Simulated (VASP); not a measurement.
Write the native input for VASP 6.6.1 that does the following.

- Task: relaxation of the atoms
- Functional: PBEsol
- Potentials or basis: VASP PAW PBE potentials, release 64 (Rb_sv, Br)
- Cutoff: 520 eV
- k mesh: 6 × 6 × 6
- Occupations: gaussian, width 0.01 eV
- Spin: no spin polarisation
- Dipole correction: no
- Further INCAR settings: ALGO = Normal; EDIFF = 1e-06; IBRION = 2; EDIFFG = -0.002; NSW = 50

The structure of RbBr lies in POSCAR:

```
RbBr
1.0
    4.0700851177     -0.0101752128     -0.0101752128
   -0.0101752128      4.0700851177     -0.0101752128
   -0.0101752128     -0.0101752128      4.0700851177
Rb Br
1 1
Direct
    0.0000000000      0.0000000000      0.0000000000
    0.5000000000      0.5000000000      0.5000000000
```

This cell differs from its parent crystal: equal xy, yz and zx engineering shears of -0.5 %.

These files were run (other wordings do the same):

INCAR

```
PREC = Accurate
ENCUT = 520
EDIFF = 1E-6
ISMEAR = 0
SIGMA = 0.01
LREAL = F
LASPH = T
NELM = 80
ALGO = Normal
ISIF = 2
LWAVE = F
LCHARG = F
GGA = PS
IBRION = 2
NSW = 50
EDIFFG = -0.002
```

KPOINTS

```
Automatic mesh
0
Gamma
  6 6 6
```

Potentials or basis: VASP PAW PBE potentials, release 64 (Rb_sv, Br).

Command:

```bash
$ cat potpaw_PBE.64/Rb_sv/POTCAR potpaw_PBE.64/Br/POTCAR > POTCAR
$ mpirun -np 1 vasp_std > vasp.out
```

Results of the run:

```yaml
Pressure_after_relaxing: 0.1 GPa
Band_gap_on_the_k_mesh: 4.04 eV (least direct gap 4.20 eV)
```

Caveat: the cell differs from its parent crystal (equal xy, yz and zx engineering shears of -0.5 %); the relaxation stopped at its first step, so nothing moved; the PAW data sets were made with another functional, which shifts forces and pressure a little.

Wall time 15 s on 1 thread of Intel(R) Xeon(R) Platinum 8375C CPU @ 2.90GHz (Ice Lake), on a shared host, peak memory 0.18 GiB.
